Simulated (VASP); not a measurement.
# KCl (Fm-3m) in VASP: notebook

Runs on KCl. Level: LDA. Tasks: single point, relaxation of cell and atoms.

Everything below comes from runs of VASP 6.6.1. Logs are shortened: lines on timing, memory, paths and dates and some standing lists are left out, and cuts for length are marked.

## 1. The cell of the first run

The structure is cubic, space group Fm-3m (No. 225). Conventional cell: a = 6.077 Å, b = 6.077 Å, c = 6.077 Å, α = 90.00°, β = 90.00°, γ = 90.00°. K (site symmetry m-3m) has 6 Cl at 3.04 Å within 4.0 Å. Cl (site symmetry m-3m) has 6 K at 3.04 Å within 4.0 Å.

## 2. Single point, LDA

File INCAR:

```
PREC = Accurate
ENCUT = 500
EDIFF = 1E-6
ISMEAR = 0
SIGMA = 0.02
LREAL = F
LASPH = T
NELM = 120
ALGO = Normal
ISIF = 2
LWAVE = F
LCHARG = F
GGA = CA
NBANDS = 15
GGA_COMPAT = F
```

File KPOINTS:

```
Automatic mesh
0
Gamma
  6 6 6
```

File POSCAR:

```
KCl
1.0
    0.0000000000      3.0383729997      3.0383729997
    3.0383729997      0.0000000000      3.0383729997
    3.0383729997      3.0383729997      0.0000000000
K Cl
1 1
Direct
    0.0000000000      0.0000000000      0.0000000000
    0.5000000000      0.5000000000      0.5000000000
```

Potentials or basis: VASP PAW LDA potentials, release 64 (K_sv, Cl).

Run with:

```bash
$ cat potpaw_LDA.64/K_sv/POTCAR potpaw_LDA.64/Cl/POTCAR > POTCAR
$ mpirun -np 1 vasp_std > vasp.out
```

OUTCAR:

```text
PREC = Accurate
   ENCUT = 500
   EDIFF = 1E-6
   ISMEAR = 0
   LREAL = F
   LASPH = T
   NELM = 120
   ISIF = 2
   GGA = CA

 ion  position               nearest neighbor table
   1  0.000  0.000  0.000-   2 3.04   2 3.04   2 3.04   2 3.04   2 3.04   2 3.04
   2  0.500  0.500  0.500-   1 3.04   1 3.04   1 3.04   1 3.04   1 3.04   1 3.04

  LATTYP: Found a face centered cubic cell.
 ALAT       =     6.0767459994

  Lattice vectors:

 A1 = (   0.0000000000,   3.0383729997,   3.0383729997)
 A2 = (   3.0383729997,   0.0000000000,   3.0383729997)
 A3 = (   3.0383729997,   3.0383729997,   0.0000000000)

Analysis of symmetry for initial positions (statically):
=====================================================================
 Subroutine PRICEL returns:
 Original cell was already a primitive cell.

 Routine SETGRP: Setting up the symmetry group for a
 face centered cubic supercell.

 Subroutine GETGRP returns: Found 48 space group operations
 (whereof 48 operations were pure point group operations)
 out of a pool of 48 trial point group operations.

The static configuration has the point symmetry O_h .

Analysis of symmetry for dynamics (positions and initial velocities):
=====================================================================
 Subroutine PRICEL returns:
 Original cell was already a primitive cell.

 Routine SETGRP: Setting up the symmetry group for a
 face centered cubic supercell.

 Subroutine GETGRP returns: Found 48 space group operations
 (whereof 48 operations were pure point group operations)
 out of a pool of 48 trial point group operations.

The dynamic configuration has the point symmetry O_h .

 Subroutine INISYM returns: Found 48 space group operations
 (whereof 48 operations are pure point group operations),
 and found     1 'primitive' translations

----------------------------------------------------------------------------------------

                                     Primitive cell

  volume of cell :      56.0988

  direct lattice vectors                    reciprocal lattice vectors
     0.000000000  3.038373000  3.038373000    -0.164561757  0.164561757  0.164561757
     3.038373000  0.000000000  3.038373000     0.164561757 -0.164561757  0.164561757
     3.038373000  3.038373000  0.000000000     0.164561757  0.164561757 -0.164561757

  length of vectors
     4.296908304  4.296908304  4.296908304     0.285029325  0.285029325  0.285029325

  position of ions in fractional coordinates (direct lattice)
     0.000000000  0.000000000  0.000000000
     0.500000000  0.500000000  0.500000000

  ion indices of the primitive-cell ions
   primitive index   ion index
                 1           1
                 2           2

----------------------------------------------------------------------------------------

 KPOINTS: Automatic mesh

Automatic generation of k-mesh.
 Grid dimensions read from file:
 generate k-points for:    6    6    6

 Generating k-lattice:

  Cartesian coordinates                     Fractional coordinates (reciprocal lattice)
    -0.027426960  0.027426960  0.027426960     0.166666667  0.000000000  0.000000000
     0.027426960 -0.027426960  0.027426960     0.000000000  0.166666667  0.000000000
     0.027426960  0.027426960 -0.027426960     0.000000000  0.000000000  0.166666667

  Length of vectors
     0.047504887  0.047504887  0.047504887

  Shift w.r.t. Gamma in fractional coordinates (k-lattice)
     0.000000000  0.000000000  0.000000000

 Subroutine IBZKPT returns following result:
 ===========================================

 Found     16 irreducible k-points:

 Following reciprocal coordinates:
            Coordinates               Weight
  0.000000  0.000000  0.000000      1.000000
  0.166667  0.000000  0.000000      8.000000
  0.333333  0.000000  0.000000      8.000000
  0.500000  0.000000  0.000000      4.000000
  0.166667  0.166667  0.000000      6.000000
  0.333333  0.166667  0.000000     24.000000
[... 8 lines left out ...]
 -0.333333  0.333333  0.166667     24.000000
 -0.333333  0.500000  0.166667     12.000000
   k-points           NKPTS =     16   k-points in BZ     NKDIM =     16   number of bands    NBANDS=     15
   number of dos      NEDOS =    301   number of ions     NIONS =      2
   total plane-waves  NPLWV =  32768
   dimension x,y,z NGX =    32 NGY =   32 NGZ =   32
   dimension x,y,z NGXF=    64 NGYF=   64 NGZF=   64
   ions per type =               1   1
   NGX,Y,Z   is equivalent  to a cutoff of  12.38, 12.38, 12.38 a.u.
   NGXF,Y,Z  is equivalent  to a cutoff of  24.76, 24.76, 24.76 a.u.
 SYSTEM =  unknown system
   PREC   = accura    normal or accurate (medium, high low for compatibility)
   ISTART =      0    job   : 0-new  1-cont  2-samecut
   ICHARG =      2    charge: 1-file 2-atom 10-const
   ISPIN  =      1    spin polarized calculation?
   LNONCOLLINEAR =      F non collinear calculations
   LSORBIT =      F    spin-orbit coupling
   LASPH  =      T    aspherical Exc in radial PAW
   ENCUT  =  500.0 eV  36.75 Ry    6.06 a.u.   7.83  7.83  7.83*2*pi/ulx,y,z
   NELM   =    120;   NELMIN=  2; NELMDL= -5     # of ELM steps
   EDIFF  = 0.1E-05   stopping-criterion for ELM
   LREAL  =      F    real-space projection
   EDIFFG = 0.1E-04   stopping-criterion for IOM
   NSW    =      0    number of steps for IOM
   IBRION =     -1    ionic relax: 0-MD 1-quasi-New 2-CG
   NFREE  =      0    steps in history (QN), initial steepest desc. (CG)
   ISIF   =      2    stress and relaxation
   ISYM   =      2    0-nonsym 1-usesym 2-fastsym
   POTIM  = 0.5000    time-step for ionic-motion
   TEBEG  =    0.0;   TEEND  =   0.0 temperature during run
   PSTRESS=    0.0 pullay stress
   NELECT =      16.0000    total number of electrons
   NUPDOWN=      -1.0000    fix difference up-down
   EMIN   =  10.00;   EMAX   =-10.00  energy-range for DOS
   EFERMI =   0.00;   METHOD = LEGACY
   ISMEAR =     0;   SIGMA  =   0.02  broadening in eV -4-tet -1-fermi 0-gaus
   EFERMI_NEDOS =   21; number of points for ismear=-14 and -15
   IALGO  =     38    algorithm
   IMIX   =      4    mixing-type and parameters
     AMIX     =   0.40;   BMIX     =  1.00
     AMIX_MAG =   1.60;   BMIX_MAG =  1.00
  volume/ion in A,a.u.               =      28.05       189.29
  Fermi-wavevector in a.u.,A,eV,Ry     =   1.077615  2.036398 15.799829  1.161255
  Thomas-Fermi vector in A             =   2.213532
   LORBIT       =      0    0 simple, 1 ext, 2 COOP (PROOUT), +10 PAW based schemes
   GGA     = CA    functional components
   LHFCALC =     F    Hartree Fock is set to
   AEXX    =    0.0000 exact exchange contribution
   IVDW    =     0    specifies the selected vdW correction
   LEPSILON=     F    determine dielectric tensor
   LRPA    =     F    only Hartree local field effects (RPA)
 non-spin polarized calculation
 Gauss-broadening in eV      SIGMA  =   0.02
  energy-cutoff  :      500.00
  volume of cell :       56.10
 maximum number of plane-waves:      1458
   NGX = 15   NGY = 15   NGZ = 15

 number of electron      16.0000000 magnetization

 Free energy of the ion-electron system (eV)
  ---------------------------------------------------
  ext. energy  EPLUGINS =         0.00000000
  ---------------------------------------------------
  free energy    TOTEN  =        -7.40761487 eV

  energy without entropy =       -7.40761487  energy(sigma->0) =       -7.40761487

 E-fermi :  -1.4706     XC(G=0):  -8.5520

 val. band max:       -1.6234604920   @ k =   0.0000   0.0000   0.0000
 cond. band min:       3.4910805399   @ k =   0.0000   0.0000   0.0000
 fundamental gap:      5.1145410319
 Fermi energy:        -1.4706404286

 k-point     1 :       0.0000    0.0000    0.0000
  band No.  band energies     occupation
      1     -28.2274      2.00000
      2     -13.7831      2.00000
      3     -11.9273      2.00000
      4     -11.9273      2.00000
      5     -11.9273      2.00000
      6      -1.6235      2.00000
      7      -1.6235      2.00000
      8      -1.6235      2.00000
      9       3.4911      0.00000
     10       6.4867      0.00000
     11       6.4867      0.00000
     12       6.4867      0.00000
     13       7.4878      0.00000
     14       7.4878      0.00000
     15      11.1912      0.00000

 k-point     2 :       0.1667    0.0000    0.0000
  band No.  band energies     occupation
      1     -28.2223      2.00000
      2     -13.8526      2.00000
      3     -11.9306      2.00000
      4     -11.9306      2.00000
      5     -11.8397      2.00000
      6      -2.0311      2.00000
      7      -1.7428      2.00000
      8      -1.7428      2.00000
      9       4.2098      0.00000
     10       6.3131      0.00000
     11       6.8750      0.00000
     12       6.8750      0.00000
     13       7.9365      0.00000
     14       7.9365      0.00000
     15      12.3000      0.00000

 k-point     3 :       0.3333    0.0000    0.0000
  band No.  band energies     occupation
      1     -28.2121      2.00000
      2     -13.9767      2.00000
      3     -11.9372      2.00000
      4     -11.9372      2.00000
      5     -11.6778      2.00000
      6      -2.6830      2.00000
      7      -1.9647      2.00000
      8      -1.9647      2.00000
      9       5.4299      0.00000
     10       6.5467      0.00000
     11       7.9347      0.00000
     12       7.9347      0.00000
     13       9.0563      0.00000
     14       9.0563      0.00000
     15      11.6391      0.00000
[... 199 lines left out ...]
 k-point    15 :      -0.3333    0.3333    0.1667
  band No.  band energies     occupation
      1     -28.2024      2.00000
      2     -13.8505      2.00000
      3     -12.0538      2.00000
      4     -12.0245      2.00000
      5     -11.7740      2.00000
      6      -2.5132      2.00000
      7      -2.1561      2.00000
      8      -2.0761      2.00000
      9       6.1531      0.00000
     10       6.4087      0.00000
     11       8.2952      0.00000
     12       8.5548      0.00000
     13       9.7328      0.00000
     14      10.5233      0.00000
     15      10.5298      0.00000

 k-point    16 :      -0.3333    0.5000    0.1667
  band No.  band energies     occupation
      1     -28.2010      2.00000
      2     -13.7481      2.00000
      3     -12.1267      2.00000
      4     -12.0544      2.00000
      5     -11.8559      2.00000
      6      -2.2939      2.00000
      7      -2.1649      2.00000
      8      -2.0465      2.00000
      9       5.2767      0.00000
     10       7.2510      0.00000
     11       7.6166      0.00000
     12       8.7309      0.00000
     13       9.4830      0.00000
     14      10.3160      0.00000
     15      11.0059      0.00000

------------------------ aborting loop because EDIFF is reached ----------------------------------------

  FORCE on cell =-STRESS in cart. coord.  units (eV):
  Direction    XX          YY          ZZ          XY          YZ          ZX
  --------------------------------------------------------------------------------------
  -------------------------------------------------------------------------------------
  Total        0.0287602      0.0287602      0.0287602      0.0000000      0.0000000      0.0000000
  in kB        0.8213900      0.8213900      0.8213900      0.0000000      0.0000000      0.0000000
  external PRESSURE =       0.8213900 kB  Pullay stress =       0.0000000 kB

 VOLUME and BASIS-vectors are now :
 -----------------------------------------------------------------------------
  energy-cutoff  :      500.00
  volume of cell :       56.10
      direct lattice vectors                 reciprocal lattice vectors
     0.000000000  3.038373000  3.038373000    -0.164561757  0.164561757  0.164561757
     3.038373000  0.000000000  3.038373000     0.164561757 -0.164561757  0.164561757
     3.038373000  3.038373000  0.000000000     0.164561757  0.164561757 -0.164561757

 POSITION                                       TOTAL-FORCE (eV/Angst)
 -----------------------------------------------------------------------------------
      0.00000      0.00000      0.00000         0.000000      0.000000      0.000000
      3.03837      3.03837      3.03837         0.000000      0.000000      0.000000
 -----------------------------------------------------------------------------------
    total drift:                                0.000000     -0.000000     -0.000000

  FREE ENERGIE OF THE ION-ELECTRON SYSTEM (eV)
  ---------------------------------------------------
  free  energy   TOTEN  =        -7.4076148738 eV

  energy  without entropy=       -7.4076148738  energy(sigma->0) =       -7.40761487
```

It took 3.8 s on 1 thread of Intel Xeon 6975P-C (Granite Rapids), shared host; peak memory 0.15 GiB.

Results:

| Quantity | Value |
| --- | --- |
| Free energy | -7.4076 eV |
| Pressure | 0.1 GPa |
| Band gap on the k mesh | 5.11 eV |

Levels at points of the mesh, in eV from the valence-band top:
| k point | band 6 | band 7 | band 8 | band 9 | band 10 | band 11 |
| --- | --- | --- | --- | --- | --- | --- |
| (0.00, 0.00, 0.00) | 0.00 | 0.00 | 0.00 | 5.11 | 8.11 | 8.11 |
| (0.50, 0.00, 0.00) | -1.34 | -0.44 | -0.44 | 7.48 | 8.66 | 10.61 |
| (0.50, 0.50, 0.00) | -0.76 | -0.25 | -0.25 | 6.04 | 8.46 | 10.23 |

## 3. Relaxation of cell and atoms, LDA

This run uses another cell than the first one, of 32.44 Å³/atom.

File INCAR:

```
PREC = Accurate
ENCUT = 500
EDIFF = 1E-7
ISMEAR = 0
SIGMA = 0.02
LREAL = F
LASPH = T
NELM = 120
ALGO = Normal
ISIF = 3
LWAVE = F
LCHARG = F
GGA = CA
IBRION = 2
NSW = 70
EDIFFG = -0.005
GGA_COMPAT = F
NELMIN = 4
```

File KPOINTS:

```
regular mesh
0
Gamma
  6 6 6
```

File POSCAR:

```
KCl
1.0
    0.0000000000      3.1891817107      3.1891817107
    3.1891817107      0.0000000000      3.1891817107
    3.1891817107      3.1891817107      0.0000000000
K Cl
1 1
Direct
    0.0000000000      0.0000000000      0.0000000000
    0.5000000000      0.5000000000      0.5000000000
```

Potentials or basis: VASP PAW LDA potentials, release 64 (K_sv, Cl).

Run with:

```bash
$ cat potpaw_LDA.64/K_sv/POTCAR potpaw_LDA.64/Cl/POTCAR > POTCAR
$ mpirun -np 1 vasp_std > vasp.out
```

Wall time 17 s (1 thread of Intel Xeon 6975P-C (Granite Rapids), shared host); peak memory 0.18 GiB.

The run converged. Its results:

```
Free energy                           : -7.4101 eV
Relaxed volume                        : 28.14 Å³/atom
Relaxed cell                          : a = 4.302 Å, b = 4.302 Å, c = 4.302 Å, α = 60.00°, β = 60.00°, γ = 60.00°
Space group after relaxing (to 0.1 Å) : Fm-3m (No. 225)
Energy gained by relaxing             : 37.4 meV/atom
Ionic steps                           : 4
Pressure after relaxing               : 0.0 GPa
Band gap on the k mesh                : 5.10 eV
```

Step by step:
```tsv
step	energy change (eV)	largest force (eV/Å)	pressure (GPa)	volume (Å³)
1	0.0000	0.0000	-2.43	64.87
2	-0.0556	0.0000	-1.43	60.36
3	-0.0745	0.0000	-0.19	56.77
4	-0.0748	0.0000	0.02	56.28
```

Final structure:
```
K Cl
1.0
     0.00000    3.04166    3.04166
     3.04166    0.00000    3.04166
     3.04166    3.04166    0.00000
K Cl
1 1
Direct
  0.00000 0.00000 0.00000
  0.50000 0.50000 0.50000
```

Levels at points of the mesh, in eV from the valence-band top:
```
           k point  band 5  band 6  band 7  band 8  band 9  band 10  band 11  band 12
(0.00, 0.00, 0.00)  -10.31    0.00    0.00    0.00    5.10     8.11     8.11     8.11
(0.50, 0.00, 0.00)   -9.99   -1.33   -0.44   -0.44    7.48     8.65    10.60    10.60
(0.50, 0.50, 0.00)  -10.40   -0.76   -0.25   -0.25    6.05     8.45    10.23    10.26
```

LDA usually gives volumes a few per cent too small. Zero-point motion and thermal expansion aren't in these numbers.
